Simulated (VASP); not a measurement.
# Ni (Im-3m) in VASP: notebook

Ni is run at these levels: LDA; tasks: single point.

All numbers are computed with VASP 6.6.1; they aren't measurements. Logs are shortened: lines on timing, memory, paths and dates and some standing lists are left out, and cuts for length are marked.

## Step 1: The cell of the first run

The structure is cubic, space group Im-3m (No. 229). The conventional cell has a = 2.767 Å, b = 2.767 Å, c = 2.767 Å, α = 90.00°, β = 90.00°, γ = 90.00°. Within 3.2 Å of Ni (site symmetry m-3m) lie 14 Ni at 2.40 to 2.77 Å.

## Step 2: Single point, LDA, collinear spin, zero start

INCAR

```
SYSTEM = Ni
PREC = Accurate ; ENCUT = 520
EDIFF = 1E-6 ; ISMEAR = -1
SIGMA = 0.05 ; LREAL = .FALSE.
LASPH = .TRUE. ; NELM = 150
ALGO = Normal ; ISIF = 2
LWAVE = .FALSE. ; LCHARG = .FALSE.
ISPIN = 2 ; MAGMOM = 0
LORBIT = 11 ; NUPDOWN = 0.0
LMAXMIX = 4 ; GGA = CA
NBANDS = 15
```

KPOINTS

```
regular mesh
0
G
  17 17 17
  0 0 0
```

POSCAR

```
Ni
1.0
   -1.3837154700      1.3837154700      1.3837154700
    1.3837154700     -1.3837154700      1.3837154700
    1.3837154700      1.3837154700     -1.3837154700
Ni
1
Direct
    0.0000000000      0.0000000000      0.0000000000
```

Potentials or basis: VASP PAW LDA potentials, release 64 (Ni).

Run with:

```console
> cat potpaw_LDA.64/Ni/POTCAR > POTCAR
> mpirun -np 1 vasp_std > vasp.out
```

OUTCAR:

```text
SYSTEM = Ni
   PREC = Accurate
   ENCUT = 520
   EDIFF = 1E-6
   ISMEAR = -1
   LREAL = .FALSE.
   LASPH = .TRUE.
   NELM = 150
   ISIF = 2
   ISPIN = 2
   LORBIT = 11
   NUPDOWN = 0.0
   GGA = CA

 ion  position               nearest neighbor table
   1  0.000  0.000  0.000-

  LATTYP: Found a body centered cubic cell.
 ALAT       =     2.7674309400

  Lattice vectors:

 A1 = (  -1.3837154700,   1.3837154700,   1.3837154700)
 A2 = (   1.3837154700,  -1.3837154700,   1.3837154700)
 A3 = (   1.3837154700,   1.3837154700,  -1.3837154700)

Analysis of symmetry for initial positions (statically):
=====================================================================
 Subroutine PRICEL returns:
 Original cell was already a primitive cell.

 Routine SETGRP: Setting up the symmetry group for a
 body centered cubic supercell.

 Subroutine GETGRP returns: Found 48 space group operations
 (whereof 48 operations were pure point group operations)
 out of a pool of 48 trial point group operations.

The static configuration has the point symmetry O_h .

Analysis of symmetry for dynamics (positions and initial velocities):
=====================================================================
 Subroutine PRICEL returns:
 Original cell was already a primitive cell.

 Routine SETGRP: Setting up the symmetry group for a
 body centered cubic supercell.

 Subroutine GETGRP returns: Found 48 space group operations
 (whereof 48 operations were pure point group operations)
 out of a pool of 48 trial point group operations.

The dynamic configuration has the point symmetry O_h .

Analysis of structural, dynamic, and magnetic symmetry:
=====================================================================
 Subroutine PRICEL returns:
 Original cell was already a primitive cell.

 Routine SETGRP: Setting up the symmetry group for a
 body centered cubic supercell.

 Subroutine GETGRP returns: Found 48 space group operations
 (whereof 48 operations were pure point group operations)
 out of a pool of 48 trial point group operations.

The overall configuration has the point symmetry O_h .

 Subroutine INISYM returns: Found 48 space group operations
 (whereof 48 operations are pure point group operations),
 and found     1 'primitive' translations

----------------------------------------------------------------------------------------

                                     Primitive cell

  volume of cell :      10.5974

  direct lattice vectors                    reciprocal lattice vectors
    -1.383715470  1.383715470  1.383715470     0.000000000  0.361345964  0.361345964
     1.383715470 -1.383715470  1.383715470     0.361345964  0.000000000  0.361345964
     1.383715470  1.383715470 -1.383715470     0.361345964  0.361345964  0.000000000

  length of vectors
     2.396665497  2.396665497  2.396665497     0.511020363  0.511020363  0.511020363

  position of ions in fractional coordinates (direct lattice)
     0.000000000  0.000000000  0.000000000

  ion indices of the primitive-cell ions
   primitive index   ion index
                 1           1

----------------------------------------------------------------------------------------

 KPOINTS: regular mesh

Automatic generation of k-mesh.
 Grid dimensions read from file:
 generate k-points for:   17   17   17

 Generating k-lattice:

  Cartesian coordinates                     Fractional coordinates (reciprocal lattice)
     0.000000000  0.021255645  0.021255645     0.058823529  0.000000000  0.000000000
     0.021255645  0.000000000  0.021255645     0.000000000  0.058823529  0.000000000
     0.021255645  0.021255645  0.000000000     0.000000000  0.000000000  0.058823529

  Length of vectors
     0.030060021  0.030060021  0.030060021

  Shift w.r.t. Gamma in fractional coordinates (k-lattice)
     0.000000000  0.000000000  0.000000000

 Subroutine IBZKPT returns following result:
 ===========================================

 Found    165 irreducible k-points:

 Following reciprocal coordinates:
            Coordinates               Weight
  0.000000  0.000000  0.000000      1.000000
  0.058824  0.000000  0.000000     12.000000
  0.117647  0.000000  0.000000     12.000000
  0.176471  0.000000  0.000000     12.000000
  0.235294  0.000000  0.000000     12.000000
  0.294118  0.000000  0.000000     12.000000
[... 16 lines left out ...]
  0.411765  0.117647 -0.000000     48.000000
  0.176471  0.176471  0.000000     24.000000
 [... further k-points ...]
   k-points           NKPTS =    165   k-points in BZ     NKDIM =    165   number of bands    NBANDS=     15
   number of dos      NEDOS =    301   number of ions     NIONS =      1
   total plane-waves  NPLWV =   5832
   dimension x,y,z NGX =    18 NGY =   18 NGZ =   18
   dimension x,y,z NGXF=    36 NGYF=   36 NGZF=   36
   ions per type =               1
   NGX,Y,Z   is equivalent  to a cutoff of  12.49, 12.49, 12.49 a.u.
   NGXF,Y,Z  is equivalent  to a cutoff of  24.97, 24.97, 24.97 a.u.
 SYSTEM =  Ni
   PREC   = accura    normal or accurate (medium, high low for compatibility)
   ISTART =      0    job   : 0-new  1-cont  2-samecut
   ICHARG =      2    charge: 1-file 2-atom 10-const
   ISPIN  =      2    spin polarized calculation?
   LNONCOLLINEAR =      F non collinear calculations
   LSORBIT =      F    spin-orbit coupling
   LASPH  =      T    aspherical Exc in radial PAW
   ENCUT  =  520.0 eV  38.22 Ry    6.18 a.u.   4.46  4.46  4.46*2*pi/ulx,y,z
   NELM   =    150;   NELMIN=  2; NELMDL= -5     # of ELM steps
   EDIFF  = 0.1E-05   stopping-criterion for ELM
   LREAL  =      F    real-space projection
   EDIFFG = 0.1E-04   stopping-criterion for IOM
   NSW    =      0    number of steps for IOM
   IBRION =     -1    ionic relax: 0-MD 1-quasi-New 2-CG
   NFREE  =      0    steps in history (QN), initial steepest desc. (CG)
   ISIF   =      2    stress and relaxation
   ISYM   =      2    0-nonsym 1-usesym 2-fastsym
   POTIM  = 0.5000    time-step for ionic-motion
   TEBEG  =    0.0;   TEEND  =   0.0 temperature during run
   PSTRESS=    0.0 pullay stress
   NELECT =      10.0000    total number of electrons
   NUPDOWN=       0.0000    fix difference up-down
   EMIN   =  10.00;   EMAX   =-10.00  energy-range for DOS
   EFERMI =   0.00;   METHOD = LEGACY
   ISMEAR =    -1;   SIGMA  =   0.05  broadening in eV -4-tet -1-fermi 0-gaus
   EFERMI_NEDOS =   21; number of points for ismear=-14 and -15
   IALGO  =     38    algorithm
   IMIX   =      4    mixing-type and parameters
     AMIX     =   0.40;   BMIX     =  1.00
     AMIX_MAG =   1.60;   BMIX_MAG =  1.00
  volume/ion in A,a.u.               =      10.60        71.51
  Fermi-wavevector in a.u.,A,eV,Ry     =   1.605738  3.034405 35.081190  2.578395
  Thomas-Fermi vector in A             =   2.702037
   LORBIT       =     11    0 simple, 1 ext, 2 COOP (PROOUT), +10 PAW based schemes
   GGA     = CA    functional components
   LHFCALC =     F    Hartree Fock is set to
   AEXX    =    0.0000 exact exchange contribution
   IVDW    =     0    specifies the selected vdW correction
   LEPSILON=     F    determine dielectric tensor
   LRPA    =     F    only Hartree local field effects (RPA)
 spin polarized calculation
  energy-cutoff  :      520.00
  volume of cell :       10.60
 maximum number of plane-waves:       321
 NGX is ok and might be reduce to    18
   NGX =  9   NGY =  9   NGZ =  9

 number of electron      10.0000004 magnetization      -0.0000000

 number of electron      10.0000004 magnetization       0.0000000

 Free energy of the ion-electron system (eV)
  ---------------------------------------------------
  ext. energy  EPLUGINS =         0.00000000
  ---------------------------------------------------
  free energy    TOTEN  =        -6.46674343 eV

  energy without entropy =       -6.45063566  energy(sigma->0) =       -6.45868955

 E-fermi :   9.2177     XC(G=0): -13.7660

 val. band max:        9.2170401692   @ k =  -0.4118   0.4118   0.3529
 cond. band min:       9.2213021169   @ k =  -0.3529   0.4706   0.2353
 fundamental gap:      0.0042619477
 Fermi energy:         9.2176680175

 spin component 1

 k-point     1 :       0.0000    0.0000    0.0000
  band No.  band energies     occupation
      1       0.2642      1.00000
      2       7.2485      1.00000
      3       7.2485      1.00000
      4       7.2485      1.00000
      5       8.6783      0.99998
      6       8.6783      0.99998
      7      36.0706      0.00000
      8      36.0706      0.00000
      9      36.0706      0.00000
     10      41.1749      0.00000
     11      41.1749      0.00000
     12      42.2246      0.00000
     13      42.2246      0.00000
     14      42.2246      0.00000
     15      43.0022      0.00000
[... 397 lines left out ...]
 k-point    24 :       0.1765    0.1765    0.0000
  band No.  band energies     occupation
      1       3.6857      1.00000
      2       6.6955      1.00000
      3       6.7594      1.00000
      4       8.3596      1.00000
      5       8.8132      0.99969
      6       9.1287      0.85553
      7      24.9289      0.00000
      8      25.6848      0.00000
      9      31.3796      0.00000
     10      36.4056      0.00000
     11      39.7556      0.00000
     12      43.3160      0.00000
     13      46.5195      0.00000
     14      49.5861      0.00000
     15      51.7736      0.00000

 [... further k-points ...]

 spin component 2

 k-point     1 :       0.0000    0.0000    0.0000
  band No.  band energies     occupation
      1       0.2642      1.00000
      2       7.2485      1.00000
      3       7.2485      1.00000
      4       7.2485      1.00000
      5       8.6783      0.99998
      6       8.6783      0.99998
      7      36.0706      0.00000
      8      36.0706      0.00000
      9      36.0706      0.00000
     10      41.1750      0.00000
     11      41.1750      0.00000
     12      42.2246      0.00000
     13      42.2246      0.00000
     14      42.2246      0.00000
     15      43.0022      0.00000
[... 397 lines left out ...]
 k-point    24 :       0.1765    0.1765    0.0000
  band No.  band energies     occupation
      1       3.6857      1.00000
      2       6.6955      1.00000
      3       6.7594      1.00000
      4       8.3596      1.00000
      5       8.8132      0.99969
      6       9.1287      0.85553
      7      24.9289      0.00000
      8      25.6848      0.00000
      9      31.3796      0.00000
     10      36.4056      0.00000
     11      39.7556      0.00000
     12      43.3160      0.00000
     13      46.5194      0.00000
     14      49.5861      0.00000
     15      51.7736      0.00000

 [... further k-points ...]

------------------------ aborting loop because EDIFF is reached ----------------------------------------

  FORCE on cell =-STRESS in cart. coord.  units (eV):
  Direction    XX          YY          ZZ          XY          YZ          ZX
  --------------------------------------------------------------------------------------
  -------------------------------------------------------------------------------------
  Total       -0.7893414     -0.7893414     -0.7893414      0.0000000      0.0000000      0.0000000
  in kB     -119.3369982   -119.3369982   -119.3369982      0.0000000      0.0000000      0.0000000
  external PRESSURE =    -119.3369982 kB  Pullay stress =       0.0000000 kB

 VOLUME and BASIS-vectors are now :
 -----------------------------------------------------------------------------
  energy-cutoff  :      520.00
  volume of cell :       10.60
      direct lattice vectors                 reciprocal lattice vectors
    -1.383715470  1.383715470  1.383715470     0.000000000  0.361345964  0.361345964
     1.383715470 -1.383715470  1.383715470     0.361345964  0.000000000  0.361345964
     1.383715470  1.383715470 -1.383715470     0.361345964  0.361345964  0.000000000

 POSITION                                       TOTAL-FORCE (eV/Angst)
 -----------------------------------------------------------------------------------
      0.00000      0.00000      0.00000        -0.000000     -0.000000      0.000000
 -----------------------------------------------------------------------------------
    total drift:                                0.000000      0.000000      0.000000

  FREE ENERGIE OF THE ION-ELECTRON SYSTEM (eV)
  ---------------------------------------------------
  free  energy   TOTEN  =        -6.4667434332 eV

  energy  without entropy=       -6.4506356597  energy(sigma->0) =       -6.45868955

 total charge

# of ion       s       p       d       tot
------------------------------------------
    1        0.503   0.509   8.360   9.372

 magnetization (x)

# of ion       s       p       d       tot
------------------------------------------
    1       -0.000  -0.000  -0.000  -0.000
```

Run time: 28 s. Hardware: 1 thread of Intel Xeon Platinum 8488C (Sapphire Rapids), shared host; peak memory 0.15 GiB.

What came out:

| Quantity | Value |
| --- | --- |
| Free energy | -6.4667 eV |
| Pressure | -11.9 GPa |
| Net moment | 0.00 μB per cell |
| Valence electrons inside the program's atomic spheres | Ni 9.37 |

Caveat: the total moment is fixed, so each spin has its own Fermi level.

## Step 3: Single point, LDA, collinear spin, ferromagnetic start

INCAR

```
ALGO     = Normal         # electronic algorithm
EDIFF    = 1E-7           # SCF threshold, eV
ENCUT    = 520            # plane-wave cutoff, eV
ISIF     = 2              # what is computed and relaxed
ISMEAR   = -1             # smearing method
ISPIN    = 2              # spin polarisation
LASPH    = T              # aspherical terms in the spheres
LCHARG   = T              # write CHGCAR
LELF     = T              # ELF
LMAXMIX  = 4              # l up to which the mixer works
LORBIT   = 11             # projections on sites
LREAL    = F              # projectors in reciprocal space
LVHAR    = T            
LWAVE    = F              # write WAVECAR
MAGMOM   = 0.09           # initial moments
NBANDS   = 15             # bands
NELM     = 150            # most SCF steps
NUPDOWN  = 0.09           # fixed moment
PREC     = Accurate       # precision mode
SIGMA    = 0.05           # smearing width, eV
```

KPOINTS

```
k-points
0
Gamma
  17 17 17
```

POSCAR is that of step 2.

Potentials or basis: VASP PAW LDA potentials, release 64 (Ni).

Run with:

```console
> cat potpaw_LDA.64/Ni/POTCAR > POTCAR
> mpirun -np 1 vasp_std > vasp.out
```

OUTCAR:

```text
EDIFF = 1E-7
   ENCUT = 520
   ISIF = 2
   ISMEAR = -1
   ISPIN = 2
   LASPH = T
   LORBIT = 11
   LREAL = F
   NELM = 150
   NUPDOWN = 0.09
   PREC = Accurate

 ion  position               nearest neighbor table
   1  0.000  0.000  0.000-

  LATTYP: Found a body centered cubic cell.
 ALAT       =     2.7674309400

  Lattice vectors:

 A1 = (  -1.3837154700,   1.3837154700,   1.3837154700)
 A2 = (   1.3837154700,  -1.3837154700,   1.3837154700)
 A3 = (   1.3837154700,   1.3837154700,  -1.3837154700)

Analysis of symmetry for initial positions (statically):
=====================================================================
 Subroutine PRICEL returns:
 Original cell was already a primitive cell.

 Routine SETGRP: Setting up the symmetry group for a
 body centered cubic supercell.

 Subroutine GETGRP returns: Found 48 space group operations
 (whereof 48 operations were pure point group operations)
 out of a pool of 48 trial point group operations.

The static configuration has the point symmetry O_h .

Analysis of symmetry for dynamics (positions and initial velocities):
=====================================================================
 Subroutine PRICEL returns:
 Original cell was already a primitive cell.

 Routine SETGRP: Setting up the symmetry group for a
 body centered cubic supercell.

 Subroutine GETGRP returns: Found 48 space group operations
 (whereof 48 operations were pure point group operations)
 out of a pool of 48 trial point group operations.

The dynamic configuration has the point symmetry O_h .

Analysis of structural, dynamic, and magnetic symmetry:
=====================================================================
 Subroutine PRICEL returns:
 Original cell was already a primitive cell.

 Routine SETGRP: Setting up the symmetry group for a
 body centered cubic supercell.

 Subroutine GETGRP returns: Found 48 space group operations
 (whereof 48 operations were pure point group operations)
 out of a pool of 48 trial point group operations.

The overall configuration has the point symmetry O_h .

[... 159 lines left out ...]
      5       8.6388      0.99999
      6       8.6388      0.99999
      7      36.0707      0.00000
      8      36.0707      0.00000
      9      36.0707      0.00000
     10      41.1724      0.00000
     11      41.1724      0.00000
     12      42.2108      0.00000
     13      42.2108      0.00000
     14      42.2108      0.00000
[... 403 lines left out ...]
      4       8.3189      1.00000
      5       8.7704      0.99988
      6       9.0849      0.93877
      7      24.9161      0.00000
      8      25.6728      0.00000
      9      31.3699      0.00000
     10      36.4004      0.00000
     11      39.7467      0.00000
     12      43.3091      0.00000
     13      46.5082      0.00000
     14      49.5806      0.00000
     15      51.7625      0.00000

 [... further k-points ...]

 spin component 2

 k-point     1 :       0.0000    0.0000    0.0000
  band No.  band energies     occupation
      1       0.2684      1.00000
      2       7.2958      1.00000
      3       7.2958      1.00000
      4       7.2958      1.00000
      5       8.7187      0.99996
      6       8.7187      0.99996
      7      36.0703      0.00000
      8      36.0703      0.00000
      9      36.0703      0.00000
     10      41.1774      0.00000
     11      41.1774      0.00000
     12      42.2388      0.00000
     13      42.2388      0.00000
     14      42.2388      0.00000
[... 403 lines left out ...]
      4       8.4015      1.00000
      5       8.8571      0.99932
      6       9.1743      0.72028
      7      24.9422      0.00000
      8      25.6972      0.00000
      9      31.3897      0.00000
     10      36.4108      0.00000
     11      39.7649      0.00000
     12      43.3230      0.00000
     13      46.5311      0.00000
     14      49.5917      0.00000
     15      51.7848      0.00000

 [... further k-points ...]

------------------------ aborting loop because EDIFF is reached ----------------------------------------

  FORCE on cell =-STRESS in cart. coord.  units (eV):
  Direction    XX          YY          ZZ          XY          YZ          ZX
  --------------------------------------------------------------------------------------
  -------------------------------------------------------------------------------------
  Total       -0.7854798     -0.7854798     -0.7854798     -0.0000000      0.0000000      0.0000000
  in kB     -118.7531741   -118.7531741   -118.7531741     -0.0000000      0.0000000      0.0000000
  external PRESSURE =    -118.7531741 kB  Pullay stress =       0.0000000 kB

 VOLUME and BASIS-vectors are now :
 -----------------------------------------------------------------------------
  energy-cutoff  :      520.00
  volume of cell :       10.60
      direct lattice vectors                 reciprocal lattice vectors
    -1.383715470  1.383715470  1.383715470     0.000000000  0.361345964  0.361345964
     1.383715470 -1.383715470  1.383715470     0.361345964  0.000000000  0.361345964
     1.383715470  1.383715470 -1.383715470     0.361345964  0.361345964  0.000000000

 POSITION                                       TOTAL-FORCE (eV/Angst)
 -----------------------------------------------------------------------------------
      0.00000      0.00000      0.00000         0.000000      0.000000     -0.000000
 -----------------------------------------------------------------------------------
    total drift:                                0.000000      0.000000      0.000000

  FREE ENERGIE OF THE ION-ELECTRON SYSTEM (eV)
  ---------------------------------------------------
  free  energy   TOTEN  =        -6.4667364043 eV

  energy  without entropy=       -6.4503009889  energy(sigma->0) =       -6.45851870

 total charge

# of ion       s       p       d       tot
------------------------------------------
    1        0.503   0.509   8.360   9.372

 magnetization (x)

# of ion       s       p       d       tot
------------------------------------------
    1       -0.000  -0.002   0.093   0.090
```

Wall time 36 s (1 thread of Intel Xeon Platinum 8488C (Sapphire Rapids), shared host); peak memory 0.15 GiB.

Results:

```
Free energy                                           : -6.4667 eV
Pressure                                              : -11.9 GPa
Net moment                                            : 0.09 μB per cell
Site moments                                          : Ni +0.09 μB
Valence electrons inside the program's atomic spheres : Ni 9.37
```

Caveat: the total moment is fixed, so each spin has its own Fermi level.

(Continued in part 2 of 2.)
